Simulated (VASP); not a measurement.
# CoO (I4/mmm) in VASP: single point with PBEsol+U

Aim: the single point of CoO with PBEsol+U.

All numbers are computed with VASP 6.6.1; they aren't measurements. Logs are shortened: lines on timing, memory, paths and dates and some standing lists are left out, and cuts for length are marked.

## Step 1: The cell of the first run

The structure is tetragonal, space group I4/mmm (No. 139). Conventional cell: a = 3.016 Å, b = 3.016 Å, c = 4.215 Å, α = 90.00°, β = 90.00°, γ = 90.00°. Within 2.8 Å of Co (site symmetry 4/mmm) lie 6 O at 2.11 to 2.13 Å. O (site symmetry 4/mmm) has 6 Co at 2.11 to 2.13 Å within 2.8 Å.

## Step 2: Single point, PBEsol+U, collinear spin, ferromagnetic start

Input file INCAR:

```
ALGO = Normal
EDIFF = 1E-6
ENCUT = 1340
GGA = PS
GGA_COMPAT = False
ISIF = 2
ISMEAR = 0
ISPIN = 2
LASPH = True
LCHARG = False
LDAU = True
LDAUJ = 0.5 0
LDAUL = 2 -1
LDAUPRINT = 1
LDAUTYPE = 1
LDAUU = 4 0
LMAXMIX = 4
LORBIT = 11
LREAL = False
LWAVE = False
MAGMOM = 2.34 -0.02
NBANDS = 22
NELM = 200
NUPDOWN = 2.25
PREC = Accurate
SIGMA = 0.05
```

Input file KPOINTS:

```
k-points
0
Gamma
  9 9 9
```

Input file POSCAR:

```
CoO
1.0
   -1.5080004400      1.5080004400      2.1072503600
    1.5080004400     -1.5080004400      2.1072503600
    1.5080004400      1.5080004400     -2.1072503600
Co O
1 1
Direct
    0.0000000000      0.0000000000      0.0000000000
    0.5000000000      0.5000000000      0.0000000000
```

Potentials or basis: VASP PAW PBE potentials, release 64 (Co_sv, O_h).

Command:

```bash
$ cat potpaw_PBE.64/Co_sv/POTCAR potpaw_PBE.64/O_h/POTCAR > POTCAR
$ mpirun -np 1 vasp_std > vasp.out
```

OUTCAR:

```text
EDIFF = 1E-6
   ENCUT = 1340
   GGA = PS
   ISIF = 2
   ISMEAR = 0
   ISPIN = 2
   LASPH = True
   LORBIT = 11
   LREAL = False
   NELM = 200
   NUPDOWN = 2.25
   PREC = Accurate

 ion  position               nearest neighbor table
   1  0.000  0.000  0.000-
   2  0.500  0.500  0.000-

  LATTYP: Found a body centered tetragonal cell.
 ALAT       =     3.0160008800
 C/A-ratio  =     1.3973804676

  Lattice vectors:

 A1 = (  -1.5080004400,   1.5080004400,   2.1072503600)
 A2 = (   1.5080004400,  -1.5080004400,   2.1072503600)
 A3 = (   1.5080004400,   1.5080004400,  -2.1072503600)

Analysis of symmetry for initial positions (statically):
=====================================================================
 Subroutine PRICEL returns:
 Original cell was already a primitive cell.

 Routine SETGRP: Setting up the symmetry group for a
 body centered tetragonal supercell.

 Subroutine GETGRP returns: Found 16 space group operations
 (whereof 16 operations were pure point group operations)
 out of a pool of 16 trial point group operations.

The static configuration has the point symmetry D_4h.

Analysis of symmetry for dynamics (positions and initial velocities):
=====================================================================
 Subroutine PRICEL returns:
 Original cell was already a primitive cell.

 Routine SETGRP: Setting up the symmetry group for a
 body centered tetragonal supercell.

 Subroutine GETGRP returns: Found 16 space group operations
 (whereof 16 operations were pure point group operations)
 out of a pool of 16 trial point group operations.

The dynamic configuration has the point symmetry D_4h.

Analysis of structural, dynamic, and magnetic symmetry:
[... 166 lines left out ...]

  0.0767  0.0000 -0.0000  0.0000 -0.0000
  0.0000  0.6139 -0.0000  0.0000 -0.0000
 -0.0000 -0.0000  0.0881 -0.0000  0.0000
  0.0000  0.0000 -0.0000  0.6139 -0.0000
 -0.0000 -0.0000  0.0000 -0.0000  0.9049

 occupancies and eigenvectors

  o =  0.0767  v =  0.0000  0.0000  0.0000  0.0000  0.0000  1.0000  0.0000  0.0000  0.0000  0.0000      0.0000  0.0000  0.0000  0.0000  0.0000  0.0000  0.0000  0.0000  0.0000  0.0000
  o =  0.0881  v =  0.0000  0.0000  0.0000  0.0000  0.0000  0.0000  0.0000  1.0000 -0.0000  0.0000      0.0000  0.0000  0.0000  0.0000  0.0000  0.0000  0.0000  0.0000  0.0000  0.0000
  o =  0.6139  v =  0.0000  0.0000  0.0000  0.0000  0.0000  0.0000 -0.7066  0.0000 -0.7076  0.0000      0.0000  0.0000  0.0000  0.0000  0.0000  0.0000  0.0000  0.0000  0.0000  0.0000
  o =  0.6139  v =  0.0000  0.0000  0.0000  0.0000  0.0000  0.0000  0.7076 -0.0000 -0.7066 -0.0000      0.0000  0.0000  0.0000  0.0000  0.0000  0.0000  0.0000  0.0000  0.0000  0.0000
  o =  0.8494  v =  1.0000  0.0000  0.0000  0.0000  0.0000  0.0000  0.0000  0.0000  0.0000  0.0000      0.0000  0.0000  0.0000  0.0000  0.0000  0.0000  0.0000  0.0000  0.0000  0.0000
  o =  0.8904  v =  0.0000 -0.0000 -1.0000  0.0000 -0.0000  0.0000  0.0000  0.0000  0.0000  0.0000      0.0000  0.0000  0.0000  0.0000  0.0000  0.0000  0.0000  0.0000  0.0000  0.0000
  o =  0.9049  v =  0.0000  0.0000  0.0000  0.0000  0.0000  0.0000 -0.0000 -0.0000 -0.0000 -1.0000      0.0000  0.0000  0.0000  0.0000  0.0000  0.0000  0.0000  0.0000  0.0000  0.0000
  o =  0.9091  v =  0.0000  0.0000  0.0000  0.0000 -1.0000  0.0000  0.0000  0.0000  0.0000  0.0000      0.0000  0.0000  0.0000  0.0000  0.0000  0.0000  0.0000  0.0000  0.0000  0.0000
  o =  0.9169  v =  0.0000  0.6161 -0.0000 -0.7876  0.0000  0.0000  0.0000  0.0000  0.0000  0.0000      0.0000  0.0000  0.0000  0.0000  0.0000  0.0000  0.0000  0.0000  0.0000  0.0000
  o =  0.9169  v =  0.0000 -0.7876 -0.0000 -0.6161 -0.0000  0.0000  0.0000  0.0000  0.0000  0.0000      0.0000  0.0000  0.0000  0.0000  0.0000  0.0000  0.0000  0.0000  0.0000  0.0000

 number of electron      22.9999996 magnetization       2.2499935

 Free energy of the ion-electron system (eV)
  ---------------------------------------------------
  ext. energy  EPLUGINS =         0.00000000
  ---------------------------------------------------
  free energy    TOTEN  =       -11.80536492 eV

  energy without entropy =      -11.79874080  energy(sigma->0) =      -11.80205286

 E-fermi :   9.0615     XC(G=0): -12.9789

 val. band max:        9.0569155293   @ k =  -0.3333   0.4444   0.3333
 cond. band min:       8.4384202570   @ k =   0.3333   0.1111   0.1111
 fundamental gap:     -0.6184952723
 Fermi energy:         8.4285027276

 spin component 1

 k-point     1 :       0.0000    0.0000    0.0000
  band No.  band energies     occupation
      1     -86.7088      1.00000
      2     -50.4620      1.00000
      3     -49.9378      1.00000
      4     -49.9378      1.00000
      5     -10.8844      1.00000
      6       4.8429      1.00000
[... 1193 lines left out ...]
     21      39.7469      0.00000
     22      41.5620      0.00000

 [... further k-points ...]
[... 5 lines left out ...]
  --------------------------------------------------------------------------------------
  -------------------------------------------------------------------------------------
  Total       -1.3943741     -1.3943741     -1.3976685      0.0000000      0.0000000      0.0000000
  in kB     -116.5496118   -116.5496118   -116.8249747      0.0000000      0.0000000      0.0000000
  external PRESSURE =    -116.6413994 kB  Pullay stress =       0.0000000 kB

 VOLUME and BASIS-vectors are now :
 -----------------------------------------------------------------------------
  energy-cutoff  :     1340.00
  volume of cell :       19.17
      direct lattice vectors                 reciprocal lattice vectors
    -1.508000440  1.508000440  2.107250360     0.000000000  0.331564890  0.237276030
     1.508000440 -1.508000440  2.107250360     0.331564890  0.000000000  0.237276030
     1.508000440  1.508000440 -2.107250360     0.331564890  0.331564890  0.000000000

 POSITION                                       TOTAL-FORCE (eV/Angst)
 -----------------------------------------------------------------------------------
      0.00000      0.00000      0.00000         0.000000     -0.000000      0.000000
      0.00000      0.00000      2.10725        -0.000000      0.000000     -0.000000
 -----------------------------------------------------------------------------------
    total drift:                                0.000000     -0.000000     -0.000000

  FREE ENERGIE OF THE ION-ELECTRON SYSTEM (eV)
  ---------------------------------------------------
  free  energy   TOTEN  =       -11.8053649173 eV

  energy  without entropy=      -11.7987407965  energy(sigma->0) =      -11.80205286

 total charge

# of ion       s       p       d       tot
------------------------------------------
    1        2.142   6.060   6.753  14.955
    2        1.036   2.280   0.000   3.316
--------------------------------------------------
tot          3.178   8.340   6.753  18.271

 magnetization (x)

# of ion       s       p       d       tot
------------------------------------------
    1        0.014   0.010   2.181   2.205
    2        0.019  -0.012   0.000   0.007
--------------------------------------------------
tot          0.033  -0.002   2.181   2.211
```

stdout:

```text
POSCAR found type information on POSCAR CoO
 POSCAR found :  2 types and       2 ions
 scaLAPACK will be used
 -----------------------------------------------------------------------------
|                                                                             |
|                                                                             |
|     You enforced a specific xc type in the INCAR file but a different       |
|     I HOPE YOU KNOW WHAT YOU ARE DOING!                                     |
|                                                                             |
 -----------------------------------------------------------------------------

 LDA part: xc-table for (Slater+PW92), standard interpolation
 POSCAR, INCAR and KPOINTS ok, starting setup
 FFT: planning ... GRIDC
 FFT: planning ... GRID_SOFT
 FFT: planning ... GRID
 WAVECAR not read
 entering main loop
```

Run time: 5.8 min. Hardware: 1 thread of AMD EPYC 7R43 (Zen 3), shared host; peak memory 0.34 GiB.

What came out:

| Quantity | Value |
| --- | --- |
| Free energy | -11.8054 eV |
| Pressure | -11.7 GPa |
| Net moment | 2.25 μB per cell |
| Site moments | Co +2.21; O +0.01 μB |
| Valence electrons inside the program's atomic spheres | Co 14.96; O 3.32 |

Eigenvalues of the final occupation matrices:
| site | spin | trace | eigenvalues |
| --- | --- | --- | --- |
| site 1 d | 1 | 4.48 | 0.85 0.89 0.91 0.92 0.92 |
| site 1 d | 2 | 2.30 | 0.08 0.09 0.61 0.61 0.90 |

Caveat: the cell stands under tension; the PAW data sets were made with another functional, which shifts forces and pressure a little; the total moment is fixed, so each spin has its own Fermi level and the state may be an excited one; a cell with one magnetic atom can't hold antiferromagnetic order, which such compounds often take. The state reached can hang on the start; a lower one may exist.
